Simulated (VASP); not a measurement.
Here is a VASP 6.6.1 calculation.

The input INCAR:

```
ALGO = Normal
EDIFF = 1E-6
ENCUT = 910
GGA = PE
GGA_COMPAT = False
ISIF = 2
ISMEAR = -1
LASPH = True
LCHARG = False
LREAL = False
LWAVE = False
NBANDS = 26
NELM = 120
PREC = Accurate
SIGMA = 0.02
```

Contents of KPOINTS:

```
k-points
0
Gamma
  12 12 6
```

POSCAR

```
ZnO
1.0
    2.9768608459      0.0000000000      0.0000000000
   -1.4884304230      2.5780371161      0.0000000000
    0.0000000000      0.0000000000      5.1256343879
Zn O
2 2
Direct
    0.0000000000      0.0000000000      0.0000000000
    0.0000000000      0.0000000000      0.5000000000
    0.3333333333      0.6666666667      0.2500000000
    0.6666666667      0.3333333333      0.7500000000
```

Potentials or basis: VASP PAW PBE potentials, release 64 (Zn, O_h).

Run with:

```sh
$ cat potpaw_PBE.64/Zn/POTCAR potpaw_PBE.64/O_h/POTCAR > POTCAR
$ mpirun -np 1 vasp_std > vasp.out
```

(1) Predict the pressure.

(2) Predict the band gap on the k mesh.

## Answers

(1) 8.8 GPa.

(2) 0.73 eV.

Caveat: the cutoff is under 1.25 times the usual one of these potentials, so pressure, stress and relaxed cells hold a basis-set (Pulay) error; the cell stands under pressure.
